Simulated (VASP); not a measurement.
Write the native input for VASP 6.6.1 that does the following.

```yaml
Task: relaxation of cell and atoms
Functional: PBEsol
Potentials_or_basis: VASP PAW PBE potentials, release 64 (Al, Co)
Cutoff: 600 eV
k_mesh: 14 × 14 × 14
Occupations: gaussian, width 0.1 eV
Spin: no spin polarisation
Dipole_correction: no
Further_INCAR_settings: ALGO = Fast; EDIFF = 1e-07; IBRION = 2; EDIFFG = -0.005; NSW = 100; ISIF = 3
```

The structure of AlCo lies in POSCAR:

```
AlCo
1.0
    2.8194032100      0.0000000000      0.0000000000
    0.0000000000      2.8194032100      0.0000000000
    0.0000000000      0.0000000000      2.8194032100
Al Co
1 1
Direct
    0.0000000000      0.0000000000      0.0000000000
    0.5000000000      0.5000000000      0.5000000000
```

These files were run (other wordings do the same):

INCAR

```
SYSTEM = AlCo
  ALGO = Fast
  EDIFF = 1E-7
  EDIFFG = -0.005
  ENCUT = 600
  GGA = PS
  IBRION = 2
  ISIF = 3
  ISMEAR = 0
  LASPH = .TRUE.
  LCHARG = .FALSE.
  LREAL = .FALSE.
  LWAVE = .FALSE.
  NELM = 100
  NSW = 100
  PREC = Accurate
  SIGMA = 0.1
```

KPOINTS

```
k-points
0
G
  14 14 14
  0 0 0
```

Potentials or basis: VASP PAW PBE potentials, release 64 (Al, Co).

The run is started by

```console
$ cat potpaw_PBE.64/Al/POTCAR potpaw_PBE.64/Co/POTCAR > POTCAR
$ mpirun -np 1 vasp_std > vasp.out
```

Results of the run:

- Relaxed volume: 11.25 Å³/atom
- Relaxed cell: a = 2.823 Å, b = 2.823 Å, c = 2.823 Å, α = 90.00°, β = 90.00°, γ = 90.00°
- Space group after relaxing (to 0.05 Å): Pm-3m (No. 221)
- Energy gained by relaxing: 0.1 meV/atom
- Ionic steps: 3
- Pressure after relaxing: 0.0 GPa
- Band gap on the k mesh: zero (band 6 reaches 13.20 eV, above the bottom of band 7 at 10.57 eV)

Caveat: the PAW data sets were made with another functional, which shifts forces and pressure a little.

Wall time 21 s on 1 thread of Intel(R) Xeon(R) 6975P-C (Granite Rapids) (shared host), peak memory 0.17 GiB.
